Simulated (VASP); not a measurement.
# AlGa5N6 (P-3m1) in VASP: further runs

AlGa5N6 is run at these levels: PBE; tasks: single point, relaxation of cell and atoms.

All numbers are computed with VASP 6.6.1; they aren't measurements. Logs are shortened: lines on timing, memory, paths and dates and some standing lists are left out, and cuts for length are marked.

## 1. The cell of the first run

It takes space group P-3m1 (No. 164, trigonal). The conventional cell has a = 3.422 Å, b = 3.422 Å, c = 16.766 Å, α = 90.00°, β = 90.00°, γ = 120.00°. Within 3.2 Å of Al (site symmetry -3m) lie 6 N at 2.42 Å. Within 3.2 Å of Ga (site symmetry 3m) lie 6 N at 2.42 Å. Ga (site symmetry 3m) has 6 N at 2.42 Å within 3.2 Å. Within 3.2 Å of Ga (site symmetry -3m) lie 6 N at 2.42 Å. N (site symmetry 3m) has 6 Ga at 2.42 Å within 3.2 Å. N (site symmetry 3m) has 6 Ga at 2.42 Å within 3.2 Å. Within 3.2 Å of N (site symmetry 3m) lie 3 Al at 2.42 Å and 3 Ga at 2.42 Å.

## 2. Single point, PBE, collinear spin, ferromagnetic start

Input file INCAR:

```
  PREC = Accurate
  ENCUT = 520
  EDIFF = 1E-7
  ISMEAR = 0
  SIGMA = 0.1
  LREAL = False
  LASPH = True
  NELM = 150
  ALGO = Normal
  ISIF = 2
  LWAVE = False
  LCHARG = False
  ISPIN = 2
  MAGMOM = 0 0 0 0 0 0 1 1 1 1 1 1
  LORBIT = 11
  GGA = PE
  NBANDS = 65
```

Input file KPOINTS:

```
regular mesh
0
Gamma
  6 6 1
```

Input file POSCAR:

```
AlGa5N6
1.0
    3.4224354200      0.0000000000      0.0000000000
   -1.7112177100      2.9639160100      0.0000000000
    0.0000000000      0.0000000000     16.7664408900
Al Ga N
1 5 6
Direct
    0.0000000000      0.0000000000      0.5000000000
    0.6666666700      0.3333333300      0.6666666700
    0.3333333300      0.6666666700      0.8333333300
    0.0000000000      0.0000000000      0.0000000000
    0.6666666700      0.3333333300      0.1666666700
    0.3333333300      0.6666666700      0.3333333300
    0.0000000000      0.0000000000      0.7500000000
    0.6666666700      0.3333333300      0.9166666700
    0.3333333300      0.6666666700      0.0833333300
    0.0000000000      0.0000000000      0.2500000000
    0.6666666700      0.3333333300      0.4166666700
    0.3333333300      0.6666666700      0.5833333300
```

Potentials or basis: VASP PAW PBE potentials, release 64 (Al, Ga_d, N).

Started as:

```
$ cat potpaw_PBE.64/Al/POTCAR potpaw_PBE.64/Ga_d/POTCAR potpaw_PBE.64/N/POTCAR > POTCAR
$ mpirun -np 1 vasp_std > vasp.out
```

OUTCAR:

```text
PREC = Accurate
   ENCUT = 520
   EDIFF = 1E-7
   ISMEAR = 0
   LREAL = False
   LASPH = True
   NELM = 150
   ISIF = 2
   ISPIN = 2
   LORBIT = 11
   GGA = PE

 ion  position               nearest neighbor table
   1  0.000  0.000  0.500-  11 2.42  12 2.42  12 2.42  11 2.42  11 2.42  12 2.42
   2  0.667  0.333  0.667-
   3  0.333  0.667  0.833-
   4  0.000  0.000  0.000-
   5  0.667  0.333  0.167-
   6  0.333  0.667  0.333-
   7  0.000  0.000  0.750-
   8  0.667  0.333  0.917-
   9  0.333  0.667  0.083-
  10  0.000  0.000  0.250-
  11  0.667  0.333  0.417-   1 2.42   1 2.42   1 2.42
  12  0.333  0.667  0.583-   1 2.42   1 2.42   1 2.42

  LATTYP: Found a hexagonal cell.
 ALAT       =     3.4224354200
 C/A-ratio  =     4.8989794788

  Lattice vectors:

 A1 = (   3.4224354200,   0.0000000000,   0.0000000000)
 A2 = (  -1.7112177100,   2.9639160100,   0.0000000000)
 A3 = (   0.0000000000,   0.0000000000,  16.7664408900)

Analysis of symmetry for initial positions (statically):
=====================================================================
 Subroutine PRICEL returns:
 Original cell was already a primitive cell.

 Routine SETGRP: Setting up the symmetry group for a
 hexagonal supercell.

 Subroutine GETGRP returns: Found 12 space group operations
 (whereof 12 operations were pure point group operations)
 out of a pool of 24 trial point group operations.

The static configuration has the point symmetry D_3d.

Analysis of symmetry for dynamics (positions and initial velocities):
=====================================================================
 Subroutine PRICEL returns:
 Original cell was already a primitive cell.

 Routine SETGRP: Setting up the symmetry group for a
 hexagonal supercell.

 Subroutine GETGRP returns: Found 12 space group operations
 (whereof 12 operations were pure point group operations)
 out of a pool of 24 trial point group operations.

The dynamic configuration has the point symmetry D_3d.

Analysis of structural, dynamic, and magnetic symmetry:
=====================================================================
 Subroutine PRICEL returns:
 Original cell was already a primitive cell.

 Routine SETGRP: Setting up the symmetry group for a
 hexagonal supercell.

 Subroutine GETGRP returns: Found 12 space group operations
 (whereof 12 operations were pure point group operations)
 out of a pool of 24 trial point group operations.

The overall configuration has the point symmetry D_3d.

 Subroutine INISYM returns: Found 12 space group operations
 (whereof 12 operations are pure point group operations),
 and found     1 'primitive' translations

----------------------------------------------------------------------------------------

                                     Primitive cell

  volume of cell :     170.0756

  direct lattice vectors                    reciprocal lattice vectors
     3.422435420  0.000000000  0.000000000     0.292189589  0.168695738  0.000000000
    -1.711217710  2.963916010  0.000000000     0.000000000  0.337391477  0.000000000
     0.000000000  0.000000000 16.766440890     0.000000000  0.000000000  0.059642950

  length of vectors
     3.422435420  3.422435414 16.766440890     0.337391476  0.337391477  0.059642950

  position of ions in fractional coordinates (direct lattice)
     0.000000000  0.000000000  0.500000000
     0.666666670  0.333333330  0.666666670
     0.333333330  0.666666670  0.833333330
     0.000000000  0.000000000  0.000000000
     0.666666670  0.333333330  0.166666670
     0.333333330  0.666666670  0.333333330
     0.000000000  0.000000000  0.750000000
     0.666666670  0.333333330  0.916666670
     0.333333330  0.666666670  0.083333330
     0.000000000  0.000000000  0.250000000
     0.666666670  0.333333330  0.416666670
     0.333333330  0.666666670  0.583333330

  ion indices of the primitive-cell ions
   primitive index   ion index
                 1           1
                 2           2
                 3           3
                 4           4
                 5           5
                 6           6
                 7           7
                 8           8
                 9           9
                10          10
                11          11
                12          12

----------------------------------------------------------------------------------------

 KPOINTS: regular mesh

Automatic generation of k-mesh.
 Grid dimensions read from file:
 generate k-points for:    6    6    1

 Generating k-lattice:

  Cartesian coordinates                     Fractional coordinates (reciprocal lattice)
     0.048698265  0.028115956  0.000000000     0.166666667 -0.000000000  0.000000000
     0.000000000  0.056231913  0.000000000     0.000000000  0.166666667  0.000000000
     0.000000000  0.000000000  0.059642950     0.000000000  0.000000000  1.000000000

  Length of vectors
     0.056231913  0.056231913  0.059642950

  Shift w.r.t. Gamma in fractional coordinates (k-lattice)
     0.000000000  0.000000000  0.000000000

 Subroutine IBZKPT returns following result:
 ===========================================

 Found      7 irreducible k-points:

 Following reciprocal coordinates:
            Coordinates               Weight
  0.000000  0.000000  0.000000      1.000000
  0.166667  0.000000  0.000000      6.000000
  0.333333  0.000000  0.000000      6.000000
  0.500000  0.000000  0.000000      3.000000
  0.166667  0.166667  0.000000      6.000000
  0.333333  0.166667  0.000000     12.000000
  0.333333  0.333333  0.000000      2.000000
   k-points           NKPTS =      7   k-points in BZ     NKDIM =      7   number of bands    NBANDS=     65
   number of dos      NEDOS =    301   number of ions     NIONS =     12
   total plane-waves  NPLWV =  98784
   dimension x,y,z NGX =    28 NGY =   28 NGZ =  126
   dimension x,y,z NGXF=    56 NGYF=   56 NGZF=  252
   ions per type =               1   5   6
   NGX,Y,Z   is equivalent  to a cutoff of  13.60, 13.60, 12.49 a.u.
   NGXF,Y,Z  is equivalent  to a cutoff of  27.20, 27.20, 24.99 a.u.
 SYSTEM =  unknown system
   PREC   = accura    normal or accurate (medium, high low for compatibility)
   ISTART =      0    job   : 0-new  1-cont  2-samecut
   ICHARG =      2    charge: 1-file 2-atom 10-const
   ISPIN  =      2    spin polarized calculation?
   LNONCOLLINEAR =      F non collinear calculations
   LSORBIT =      F    spin-orbit coupling
   LASPH  =      T    aspherical Exc in radial PAW
   ENCUT  =  520.0 eV  38.22 Ry    6.18 a.u.   6.36  6.36 31.17*2*pi/ulx,y,z
   NELM   =    150;   NELMIN=  2; NELMDL= -5     # of ELM steps
   EDIFF  = 0.1E-06   stopping-criterion for ELM
   LREAL  =      F    real-space projection
   EDIFFG = 0.1E-05   stopping-criterion for IOM
   NSW    =      0    number of steps for IOM
   IBRION =     -1    ionic relax: 0-MD 1-quasi-New 2-CG
   NFREE  =      0    steps in history (QN), initial steepest desc. (CG)
   ISIF   =      2    stress and relaxation
   ISYM   =      2    0-nonsym 1-usesym 2-fastsym
   POTIM  = 0.5000    time-step for ionic-motion
   TEBEG  =    0.0;   TEEND  =   0.0 temperature during run
   PSTRESS=    0.0 pullay stress
   NELECT =      98.0000    total number of electrons
   NUPDOWN=      -1.0000    fix difference up-down
   EMIN   =  10.00;   EMAX   =-10.00  energy-range for DOS
   EFERMI =   0.00;   METHOD = LEGACY
   ISMEAR =     0;   SIGMA  =   0.10  broadening in eV -4-tet -1-fermi 0-gaus
   EFERMI_NEDOS =   21; number of points for ismear=-14 and -15
   IALGO  =     38    algorithm
   IMIX   =      4    mixing-type and parameters
     AMIX     =   0.40;   BMIX     =  1.00
     AMIX_MAG =   1.60;   BMIX_MAG =  1.00
  volume/ion in A,a.u.               =      14.17        95.64
  Fermi-wavevector in a.u.,A,eV,Ry     =   1.362290  2.574354 25.250148  1.855834
  Thomas-Fermi vector in A             =   2.488792
   LORBIT       =     11    0 simple, 1 ext, 2 COOP (PROOUT), +10 PAW based schemes
   GGA     = PE    functional components
   LHFCALC =     F    Hartree Fock is set to
   AEXX    =    0.0000 exact exchange contribution
   IVDW    =     0    specifies the selected vdW correction
   LEPSILON=     F    determine dielectric tensor
   LRPA    =     F    only Hartree local field effects (RPA)
 spin polarized calculation
 Gauss-broadening in eV      SIGMA  =   0.10
  energy-cutoff  :      520.00
  volume of cell :      170.08
 maximum number of plane-waves:      4611
 NGX is ok and might be reduce to    28
   NGX = 13   NGY = 13   NGZ = 63

 number of electron      98.0000000 magnetization       0.0001871

 number of electron      98.0000000 magnetization      -0.0000187

 Free energy of the ion-electron system (eV)
  ---------------------------------------------------
  ext. energy  EPLUGINS =         0.00000000
  ---------------------------------------------------
  free energy    TOTEN  =       -61.94148757 eV

  energy without entropy =      -61.92188720  energy(sigma->0) =      -61.93168738

 E-fermi :   3.7682     XC(G=0): -10.7687

 val. band max:        3.7361746445   @ k =   0.1667   0.1667   0.0000
 cond. band min:       4.1833999720   @ k =   0.3333   0.0000   0.0000
 fundamental gap:      0.4472253275
 Fermi energy:         3.7681803810

 spin component 1

 k-point     1 :       0.0000    0.0000    0.0000
  band No.  band energies     occupation
      1     -10.4729      1.00000
      2     -10.4729      1.00000
      3     -10.4725      1.00000
      4     -10.4722      1.00000
      5     -10.4705      1.00000
      6     -10.4705      1.00000
[... 437 lines left out ...]
     60       9.8325      0.00000
     61       9.9323      0.00000
 Fermi energy:         3.7681803810

 spin component 2

 k-point     1 :       0.0000    0.0000    0.0000
  band No.  band energies     occupation
      1     -10.4729      1.00000
      2     -10.4729      1.00000
      3     -10.4725      1.00000
      4     -10.4722      1.00000
      5     -10.4705      1.00000
      6     -10.4705      1.00000
[... 437 lines left out ...]
     60       9.8325      0.00000
     61       9.9323      0.00000
 [bands above 61 left out]

------------------------ aborting loop because EDIFF is reached ----------------------------------------

  FORCE on cell =-STRESS in cart. coord.  units (eV):
  Direction    XX          YY          ZZ          XY          YZ          ZX
  --------------------------------------------------------------------------------------
  -------------------------------------------------------------------------------------
  Total      -34.8201713    -34.8201712    -34.9070442     -0.0000000      0.0000000      0.0000000
  in kB     -328.0193392   -328.0193378   -328.8377152     -0.0000000      0.0000000      0.0000000
  external PRESSURE =    -328.2921307 kB  Pullay stress =       0.0000000 kB

 VOLUME and BASIS-vectors are now :
 -----------------------------------------------------------------------------
  energy-cutoff  :      520.00
  volume of cell :      170.08
      direct lattice vectors                 reciprocal lattice vectors
     3.422435420  0.000000000  0.000000000     0.292189589  0.168695738  0.000000000
    -1.711217710  2.963916010  0.000000000     0.000000000  0.337391477  0.000000000
     0.000000000  0.000000000 16.766440890     0.000000000  0.000000000  0.059642950

 POSITION                                       TOTAL-FORCE (eV/Angst)
 -----------------------------------------------------------------------------------
      0.00000      0.00000      8.38322        -0.000000      0.000000      0.000000
      1.71122      0.98797     11.17763         0.000000     -0.000000     -0.058864
     -0.00000      1.97594     13.97203        -0.000000      0.000000      0.005108
      0.00000      0.00000      0.00000        -0.000000      0.000000      0.000000
      1.71122      0.98797      2.79441        -0.000000     -0.000000     -0.005108
     -0.00000      1.97594      5.58881        -0.000000      0.000000      0.058864
      0.00000      0.00000     12.57483        -0.000000      0.000000     -0.024241
      1.71122      0.98797     15.36924        -0.000000      0.000000     -0.003080
     -0.00000      1.97594      1.39720         0.000000     -0.000000      0.003080
      0.00000      0.00000      4.19161        -0.000000      0.000000      0.024241
      1.71122      0.98797      6.98602         0.000000     -0.000000      0.640127
     -0.00000      1.97594      9.78042        -0.000000      0.000000     -0.640127
 -----------------------------------------------------------------------------------
    total drift:                                0.000000     -0.000000      0.000000

  FREE ENERGIE OF THE ION-ELECTRON SYSTEM (eV)
  ---------------------------------------------------
  free  energy   TOTEN  =       -61.9414875669 eV

  energy  without entropy=      -61.9218871959  energy(sigma->0) =      -61.93168738

 total charge

# of ion       s       p       d       tot
------------------------------------------
    1        0.332   0.214   0.000   0.546
    2        0.776   0.430  10.012  11.218
    3        0.787   0.429  10.010  11.225
    4        0.787   0.428  10.010  11.225
    5        0.787   0.429  10.010  11.225
    6        0.776   0.430  10.012  11.218
    7        1.285   2.190   0.000   3.476
    8        1.286   2.190   0.000   3.476
    9        1.286   2.190   0.000   3.476
   10        1.285   2.190   0.000   3.476
   11        1.271   2.222   0.000   3.493
   12        1.271   2.222   0.000   3.493
--------------------------------------------------
tot         11.929  15.564  50.052  77.545

 magnetization (x)

# of ion       s       p       d       tot
------------------------------------------
    1       -0.000  -0.000   0.000  -0.000
    2       -0.000  -0.000  -0.000  -0.000
    3        0.000   0.000  -0.000   0.000
    4        0.000   0.000   0.000   0.000
    5        0.000   0.000  -0.000   0.000
    6       -0.000  -0.000  -0.000  -0.000
    7        0.000  -0.000   0.000  -0.000
    8       -0.000  -0.000   0.000  -0.000
    9       -0.000  -0.000   0.000  -0.000
   10        0.000  -0.000   0.000  -0.000
   11        0.000   0.000   0.000   0.000
   12        0.000   0.000   0.000   0.000
--------------------------------------------------
tot          0.000   0.000  -0.000   0.000
```

Wall time 3.9 min (1 thread of Intel Xeon Platinum 8488C (Sapphire Rapids), shared host); peak memory 0.44 GiB.

What came out:

| Property | Result |
| --- | --- |
| Free energy | -61.9415 eV |
| Pressure | -32.8 GPa |
| Largest force | 0.640 eV/Å |
| Band gap on the k mesh | zero (filled and empty bands overlap) |
| Net moment | 0.00 μB per cell |
| Valence electrons inside the program's atomic spheres | Al 0.55; Ga 11.22; N 3.48, 3.49 (each value once) |

Forces in eV/Å, atoms in the order of the input:
```
Al   0.000  0.000  0.000
Ga   0.000  0.000 -0.059
Ga   0.000  0.000  0.005
Ga   0.000  0.000  0.000
Ga   0.000  0.000 -0.005
Ga   0.000  0.000  0.059
N    0.000  0.000 -0.024
N    0.000  0.000 -0.003
N    0.000  0.000  0.003
N    0.000  0.000  0.024
N    0.000  0.000  0.640
N    0.000  0.000 -0.640
```

Stress tensor (GPa, compression positive):
```
-32.80   0.00   0.00
  0.00 -32.80   0.00
  0.00   0.00 -32.88
```

Levels at points of the mesh, in eV from the Fermi level:
Spin up:
| k point | band 46 | band 47 | band 48 | band 49 | band 50 | band 51 | band 52 | band 53 |
| --- | --- | --- | --- | --- | --- | --- | --- | --- |
| (0.00, 0.00, 0.00) | -0.21 | -0.17 | -0.17 | -0.16 | -0.16 | 1.31 | 1.42 | 2.68 |
| (0.50, 0.00, 0.00) | -1.18 | -0.76 | -0.66 | -0.21 | -0.20 | 0.60 | 0.94 | 2.97 |
Spin down:
```
           k point  band 45  band 46  band 47  band 48  band 49  band 50  band 51  band 52  band 53  band 54
(0.00, 0.00, 0.00)    -0.21    -0.21    -0.17    -0.17    -0.16    -0.16     1.31     1.42     2.68     2.77
(0.50, 0.00, 0.00)    -1.42    -1.18    -0.76    -0.66    -0.21    -0.20     0.60     0.94     2.97     3.19
```

Caveat: the k points lie up to 0.37 Å⁻¹ apart; semilocal functionals underestimate gaps, so a narrow gap can read as zero.

## 3. Single point, PBE

This run uses another cell than the first one, of 9.50 Å³/atom.

Input file INCAR:

```
  ALGO = Normal
  EDIFF = 1E-6
  ENCUT = 520
  GGA = PE
  ISIF = 2
  ISMEAR = 0
  LASPH = True
  LCHARG = False
  LREAL = False
  LWAVE = False
  NBANDS = 61
  NELM = 60
  PREC = Accurate
  SIGMA = 0.1
```

Input file KPOINTS:

```
k-points
0
Gamma
  6 6 1
```

Input file POSCAR:

```
AlGa5N6
1.0
    2.9942772975      0.0000000000      0.0000000000
   -1.4971386488      2.5931202056      0.0000000000
    0.0000000000      0.0000000000     14.6787847157
Al Ga N
1 5 6
Direct
    0.0000000000      0.0000000000      0.5000000000
    0.6666666667      0.3333333333      0.6635065644
    0.3333333333      0.6666666667      0.8317914480
    0.0000000000      0.0000000000      0.0000000000
    0.6666666667      0.3333333333      0.1682085520
    0.3333333333      0.6666666667      0.3364934356
    0.0000000000      0.0000000000      0.7475601074
    0.6666666667      0.3333333333      0.9158690574
    0.3333333333      0.6666666667      0.0841309426
    0.0000000000      0.0000000000      0.2524398926
    0.6666666667      0.3333333333      0.4219941870
    0.3333333333      0.6666666667      0.5780058130
```

Potentials or basis: VASP PAW PBE potentials, release 64 (Al, Ga_d, N).

Started as:

```
$ cat potpaw_PBE.64/Al/POTCAR potpaw_PBE.64/Ga_d/POTCAR potpaw_PBE.64/N/POTCAR > POTCAR
$ mpirun -np 1 vasp_std > vasp.out
```

Wall time 34 s (1 thread of Intel Xeon 6975P-C (Granite Rapids), shared host); peak memory 0.24 GiB.

Results (log left out):

* Free energy: -70.3843 eV
* Pressure: 0.6 GPa
* Largest force: 0.046 eV/Å
* Band gap on the k mesh: 0.85 eV (least direct gap 1.09 eV)

Forces in eV/Å, atoms in the order of the input:
```
Al   0.000  0.000  0.000
Ga   0.000  0.000 -0.004
Ga   0.000  0.000  0.000
Ga   0.000  0.000  0.000
Ga   0.000  0.000  0.000
Ga   0.000  0.000  0.004
N    0.000  0.000  0.000
N    0.000  0.000  0.000
N    0.000  0.000  0.000
N    0.000  0.000  0.000
N    0.000  0.000  0.046
N    0.000  0.000 -0.046
```

Levels at points of the mesh, in eV from the valence-band top:
| k point | band 46 | band 47 | band 48 | band 49 | band 50 | band 51 | band 52 | band 53 |
| --- | --- | --- | --- | --- | --- | --- | --- | --- |
| (0.00, 0.00, 0.00) | -0.17 | -0.17 | -0.11 | -0.11 | 2.36 | 4.08 | 4.39 | 4.81 |
| (0.50, 0.00, 0.00) | -1.21 | -0.99 | -0.25 | -0.24 | 0.85 | 2.54 | 3.16 | 4.75 |

Caveat: the k points lie up to 0.43 Å⁻¹ apart; an odd mesh through Γ misses points on the zone boundary, where band edges can lie.

(Continued in part 2 of 2.)
